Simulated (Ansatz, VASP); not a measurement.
**SiC in VASP and in Ansatz**

The input POSCAR:

```
SiC
1.0
    3.1982028079      0.0000000000      0.0000000000
   -1.5991014040      2.7697248781      0.0000000000
    0.0000000000      0.0000000000      5.0481668526
Si C
2 2
Direct
    0.3333333333      0.6666666667      0.0046028828
    0.6666666667      0.3333333333      0.5046028828
    0.3333333333      0.6666666667      0.3803971172
    0.6666666667      0.3333333333      0.8803971172
```

The input INCAR.step1:

```
SYSTEM = SiC
  PREC = Accurate
  ENCUT = 520
  ISMEAR = 0
  SIGMA = 0.05
  LREAL = .FALSE.
  LASPH = .TRUE.
  NELM = 100
  NBANDS = 16
  GGA = PE
  ALGO = Normal
  EDIFF = 1E-4
  LWAVE = .TRUE.
  LCHARG = .FALSE.
```

The input INCAR.step2:

```
SYSTEM = SiC
  PREC = Accurate
  ENCUT = 520
  EDIFF = 1E-6
  ISMEAR = 0
  SIGMA = 0.05
  LREAL = .FALSE.
  LASPH = .TRUE.
  NELM = 100
  ALGO = Normal
  ISIF = 2
  LWAVE = .FALSE.
  LCHARG = .TRUE.
  METAGGA = R2SCAN
  LMIXTAU = .TRUE.
  LELF = .TRUE.
  LVHAR = .TRUE.
  NBANDS = 16
  ISTART = 1
```

KPOINTS

```
regular mesh
0
G
  12 12 6
  0 0 0
```

Input for Ansatz:

```yaml
crystal:
  lattice:
    - [3.1982028079, 0.0, 0.0]
    - [-1.599101404, 2.7697248781, 0.0]
    - [0.0, 0.0, 5.0481668526]
  atoms:
    - { symbol: Si, position: [0.3333333333, 0.6666666667, 0.0046028828] }
    - { symbol: Si, position: [0.6666666667, 0.3333333333, 0.5046028828] }
    - { symbol: C, position: [0.3333333333, 0.6666666667, 0.3803971172] }
    - { symbol: C, position: [0.6666666667, 0.3333333333, 0.8803971172] }
basis:
  ecutwfc: 500
kpoints:
  mp_grid: { grid: [12, 12, 6] }
hamiltonian:
  xc: r2scan
scf:
  occupations: { method: gaussian, width: 0.05 }
output:
  forces: true
  stress: true
  eigenvalues: true
```

Change from the starting cell: strain +0.040 along x and y, +0.000 along z, atoms carried along.

Alike in both runs: task single point; functional r2SCAN; k mesh 12 × 12 × 6; occupations gaussian, width 0.05 eV; no spin polarisation.

|  | VASP | Ansatz |
| --- | --- | --- |
| version | VASP 6.6.1 | Ansatz 0.2.0 |
| potentials or method | VASP PAW PBE potentials, release 64 (Si, C), cutoff 520 eV | scalar-relativistic, plane waves, PAW |
| valence electrons in the cell | 16 | 16 |

VASP gave:

```
gap on the k mesh at the Fermi level (eV)                     : 2.78
least direct gap on the mesh (eV)                             : 3.92
pressure (GPa)                                                : -15.1
traceless stress, the component that is largest in VASP (GPa) : 13.07
rms of the force components (eV/Å)                            : 0.149
```

Question: Which values does Ansatz return?

Answer: gap on the k mesh at the Fermi level (eV): 2.78; least direct gap on the mesh (eV): 3.92; pressure (GPa): -15.0; traceless stress, the component that is largest in VASP (GPa): 13.00; rms of the force components (eV/Å): 0.150.

VASP's potentials were made for PBE, not for r2SCAN. Atom by atom the forces differ by 0.001 eV/Å (rms over components).
